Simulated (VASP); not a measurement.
CdS: single point with PBE

The system is CdS.

```xyz
4
Lattice="4.0431 0.0000 0.0000 -2.0215 3.5014 0.0000 0.0000 0.0000 6.2019" Properties=species:S:1:pos:R:3 pbc="T T T"
Cd    0.0000    0.0000    0.0000
Cd    0.0000    0.0000    3.1010
S     0.0000    2.3343    1.5505
S     2.0215    1.1671    4.6514
```

The cell was built from a structure type or drawn by symmetry, and may not be a known phase.

```yaml
Program: VASP 6.6.1
Task: single point
Functional: PBE
Potentials_or_basis: VASP PAW PBE potentials, release 64 (Cd, S)
Cutoff: 520 eV
k_mesh: 6 × 6 × 4
Occupations: gaussian, width 0.1 eV
Spin: no spin polarisation
```

The pressure is -1.9 GPa. The band gap on the k mesh is 0.30 eV (least direct gap 0.43 eV).

Stress tensor (GPa, compression positive):
```
-3.76  0.00  0.00
 0.00 -3.76  0.00
 0.00  0.00  1.81
```

Levels at points of the mesh, in eV from the valence-band top:
| k point | band 14 | band 15 | band 16 | band 17 | band 18 | band 19 | band 20 | band 21 | band 22 | band 23 |
| --- | --- | --- | --- | --- | --- | --- | --- | --- | --- | --- |
| (0.00, 0.00, 0.00) | -0.81 | -0.81 | -0.29 | -0.14 | -0.14 | 0.30 | 2.98 | 6.32 | 6.32 | 6.88 |
| (0.50, 0.00, 0.00) | -3.22 | -2.56 | -2.07 | -1.16 | 0.00 | 2.73 | 3.43 | 3.79 | 5.94 | 7.66 |
| (0.00, 0.00, 0.50) | -2.91 | -0.43 | -0.43 | -0.43 | -0.43 | 2.62 | 2.62 | 6.74 | 6.74 | 6.74 |
| (0.50, 0.00, 0.50) | -4.35 | -1.15 | -1.15 | -1.02 | -1.02 | 2.32 | 2.32 | 6.25 | 6.25 | 8.06 |

It took 47 s on 1 thread of Intel(R) Xeon(R) Platinum 8488C (Sapphire Rapids), on a shared host, peak memory 0.21 GiB.

A k mesh can miss the band edges.
